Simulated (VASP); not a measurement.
Input of a VASP 6.6.1 run:

File INCAR:

```
  PREC = Accurate
  ENCUT = 520
  EDIFF = 1E-7
  ISMEAR = 0
  SIGMA = 0.1
  LREAL = F
  LASPH = T
  NELM = 100
  ALGO = Normal
  ISIF = 2
  LWAVE = F
  LCHARG = F
  GGA = PE
  NBANDS = 22
```

File KPOINTS:

```
regular mesh
0
Gamma
  10 6 4
```

The input POSCAR:

```
B
1.0
    1.1672043924     -2.0216573104      0.0000000000
   -3.5016131772     -2.0216573104      0.0000000000
    0.0000000000      0.0000000000     -5.4662908652
B
8
Direct
    0.0000000000      0.0000000000      0.0000000000
    0.5000000000      0.5000000000      0.0000000000
    0.0000000000      0.0000000000      0.5000000000
    0.5000000000      0.5000000000      0.5000000000
    0.5000000000      0.8333333333      0.2500000000
    1.0000000000      0.3333333333      0.2500000000
    0.0000000000      0.6666666667      0.7500000000
    0.5000000000      0.1666666667      0.7500000000
```

Potentials or basis: VASP PAW PBE potentials, release 64 (B).

Launch:

```bash
$ cat potpaw_PBE.64/B/POTCAR > POTCAR
$ mpirun -np 1 vasp_std > vasp.out
```

Question: What does it give for the largest force?

Answer: 0.016 eV/Å.

Question: What does it give for the band gap on the k mesh?

Answer: Zero (bands 12 and 13 overlap by 5.04 eV).

Question: What does it give for the pressure?

Answer: 0.0 GPa.

Forces in eV/Å, atoms in the order of the input:
```
B    0.000  0.000  0.000
B    0.000  0.000  0.000
B    0.000  0.000  0.000
B    0.000  0.000  0.000
B    0.014  0.008  0.000
B    0.014  0.008  0.000
B   -0.014 -0.008  0.000
B   -0.014 -0.008  0.000
```
